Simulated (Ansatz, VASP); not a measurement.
H in VASP and in Ansatz

The input INCAR:

```
ALGO = Normal ; EDIFF = 1E-6
ENCUT = 520 ; GGA = CA
ISIF = 2 ; ISMEAR = 0
LASPH = T ; LCHARG = T
LELF = T ; LREAL = F
LVHAR = T ; LWAVE = F
NBANDS = 10 ; NELM = 100
PREC = Accurate ; SIGMA = 0.05
```

Contents of KPOINTS:

```
k-points
0
Gamma
  10 10 4
```

POSCAR

```
H
1.0
    1.5513278750     -2.5706170441      0.0000000000
    1.5513278750      2.5706170441      0.0000000000
    0.0000000000      0.0000000000      7.1297804993
H
4
Direct
    0.5678085000      0.4321915000      0.9995149500
    0.4321915000      0.5678085000      0.0004850500
    0.4321915000      0.5678085000      0.4995149500
    0.5678085000      0.4321915000      0.5004850500
```

Input for Ansatz:

```yaml
crystal:
  lattice:
    - [1.551327875, -2.5706170441, 0.0]
    - [1.551327875, 2.5706170441, 0.0]
    - [0.0, 0.0, 7.1297804993]
  atoms:
    - { symbol: H, position: [0.5678085, 0.4321915, 0.99951495] }
    - { symbol: H, position: [0.4321915, 0.5678085, 0.00048505] }
    - { symbol: H, position: [0.4321915, 0.5678085, 0.49951495] }
    - { symbol: H, position: [0.5678085, 0.4321915, 0.50048505] }
basis:
  ecutwfc: 420
kpoints:
  mp_grid: { grid: [10, 10, 4] }
hamiltonian:
  xc: lda
scf:
  occupations: { method: gaussian, width: 0.05 }
output:
  forces: true
  stress: true
  eigenvalues: true
```

Alike in both runs: task single point; functional LDA; k mesh 10 × 10 × 4; occupations gaussian, width 0.05 eV; no spin polarisation.

|  | VASP | Ansatz |
| --- | --- | --- |
| version | VASP 6.6.1 | Ansatz 0.2.0 |
| potentials or method | VASP PAW LDA potentials, release 64 (H), cutoff 520 eV | scalar-relativistic, plane waves, PAW |
| valence electrons in the cell | 4 | 4 |

```csv
,VASP,Ansatz,Ansatz less VASP
gap on the k mesh at the Fermi level (eV),8.54,8.55,+0.006
least direct gap on the mesh (eV),8.57,8.58,+0.006
pressure (GPa),3.2,3.4,+0.16
"traceless stress, the component that is largest in VASP (GPa)",7.39,7.39,+0.008
rms of the force components (eV/Å),1.662,1.658,-0.0043
```

LDA's correlation is that of Perdew and Zunger in VASP and of Perdew and Wang (1992) in Ansatz. Atom by atom the forces differ by 0.004 eV/Å (rms over components).
